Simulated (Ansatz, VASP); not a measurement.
FeO: VASP beside Ansatz

```xyz
2
Lattice="0.0000 2.1409 2.1409 2.1409 0.0000 2.1409 2.1409 2.1409 0.0000" Properties=species:S:1:pos:R:3 pbc="T T T"
Fe    0.0000    0.0000    0.0000
O     2.1409    2.1409    2.1409
```

Alike in both runs: task single point; functional PBEsol; dispersion D4; k mesh 11 × 11 × 11; occupations fermi-dirac, width 0.05 eV; collinear spin.

|  | VASP | Ansatz |
| --- | --- | --- |
| version | VASP 6.6.1 | Ansatz 0.2.0 |
| potentials or method | VASP PAW PBE potentials, release 64 (Fe_sv, O) | Ansatz PAW |
| plane-wave cutoff (eV) | 700 | 420 |
| valence electrons in the cell | 22 | 22 |

```csv
,VASP,Ansatz,Ansatz less VASP
gap on the k mesh at the Fermi level (eV),none,none,-
pressure (GPa),27.5,28.6,+1.02
net moment per atom (μB),2.00,2.00,0.000
size of the moment on the site where the two differ most (μB),3.47,3.43,-0.035
```

VASP's potentials were made for PBE, not for PBEsol. Site moments also hang on the region over which each program counts them. A gap of «none» marks a metal or a gap that the smearing closes.
